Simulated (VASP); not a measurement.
SrO, 2 atoms in the cell. Symmetry: P4/mmm, No. 123, tetragonal system. Conventional cell: a = 3.052 Å, b = 3.052 Å, c = 3.103 Å, α = 90.00°, β = 90.00°, γ = 90.00°. Sr (site symmetry 4/mmm) has 8 O at 2.66 Å and 6 Sr at 3.05 to 3.10 Å within 3.5 Å. O (site symmetry 4/mmm) has 8 Sr at 2.66 Å and 6 O at 3.05 to 3.10 Å within 3.5 Å.  This cell differs from its parent crystal: epitaxial xy strain -1.6%.

```yaml
Program: VASP 6.6.1
Task: single point
Functional: r2SCAN
Potentials_or_basis: VASP PAW PBE potentials, release 64 (Sr_sv, O)
Cutoff: 520 eV
k_mesh: 8 × 8 × 8
Occupations: gaussian, width 0.01 eV
Spin: no spin polarisation
Dipole_correction: no
Further_INCAR_settings: ALGO = Normal; EDIFF = 1e-06; NBANDS = 15
```

Potentials or basis: VASP PAW PBE potentials, release 64 (Sr_sv, O).

The run is started by

```sh
$ cat potpaw_PBE.64/Sr_sv/POTCAR potpaw_PBE.64/O/POTCAR > POTCAR
$ cp INCAR.step1 INCAR
$ mpirun -np 1 vasp_std > vasp.out
$ cp INCAR.step2 INCAR
$ mpirun -np 1 vasp_std > vasp.out
```

Hardware: 1 thread of Intel(R) Xeon(R) Platinum 8259CL CPU @ 2.50GHz (Skylake/Cascade Lake) (shared host).

**Question.** Estimate the wall time of this run.

**Answer.** Wall time 83 s on 1 thread of Intel(R) Xeon(R) Platinum 8259CL CPU @ 2.50GHz (Skylake/Cascade Lake) (shared host), peak memory 0.16 GiB. Counts: k points 75.
